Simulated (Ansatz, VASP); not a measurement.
Two plane-wave programs on CrPb

File INCAR:

```
SYSTEM = CrPb
ALGO = Fast
EDIFF = 1E-7
ENCUT = 520
GGA = PS
ISIF = 2
ISMEAR = 0
ISPIN = 2
LASPH = .TRUE.
LCHARG = .FALSE.
LMAXMIX = 4
LORBIT = 11
LREAL = .FALSE.
LWAVE = .FALSE.
MAGMOM = 3 0
NBANDS = 24
NELM = 150
PREC = Accurate
SIGMA = 0.1
```

KPOINTS

```
k-points
0
G
  6 6 6
  0 0 0
```

The input POSCAR:

```
CrPb
1.0
    3.3913767696      0.0000000000      0.0000000000
    0.0000000000      3.3913767696      0.0000000000
    0.0000000000      0.0000000000      3.3913767696
Cr Pb
1 1
Direct
    0.0000000000      0.0000000000      0.0000000000
    0.5000000000      0.5000000000      0.5000000000
```

Input for Ansatz:

```yaml
crystal:
  lattice:
    - [3.3913767696, 0.0, 0.0]
    - [0.0, 3.3913767696, 0.0]
    - [0.0, 0.0, 3.3913767696]
  atoms:
    - { symbol: Cr, position: [0.0, 0.0, 0.0], spin: 3.0 }
    - { symbol: Pb, position: [0.5, 0.5, 0.5] }
basis:
  ecutwfc: 420
kpoints:
  mp_grid: { grid: [6, 6, 6] }
hamiltonian:
  xc: pbesol
scf:
  occupations: { method: gaussian, width: 0.1 }
  lower_state_search: "off"
output:
  forces: true
  stress: true
  eigenvalues: true
  populations: true
magnetization:
  spin_polarized: true
```

Alike in both runs: task single point; functional PBEsol; k mesh 6 × 6 × 6; occupations gaussian, width 0.1 eV; collinear spin.

|  | VASP | Ansatz |
| --- | --- | --- |
| version | VASP 6.6.1 | Ansatz 0.2.0 |
| potentials or method | VASP PAW PBE potentials, release 64 (Cr_pv, Pb_d), cutoff 520 eV | scalar-relativistic, plane waves, PAW |
| valence electrons in the cell | 26 | 28 |

```csv
,VASP,Ansatz,Ansatz less VASP
gap on the k mesh at the Fermi level (eV),none,none,-
pressure (GPa),5.3,5.3,-0.02
net moment per atom (μB),1.88,1.88,-0.003
size of the moment on the site where the two differ most (μB),3.50,3.55,+0.046
```

VASP's potentials were made for PBE, not for PBEsol. Site moments also hang on the region over which each program counts them. A gap of «none» marks a metal or a gap that the smearing closes. VASP's potentials hold 26 valence electrons a cell and Ansatz's 28, so a difference there can come from the potentials and not from the codes.

Neither program's run includes spin-orbit coupling.
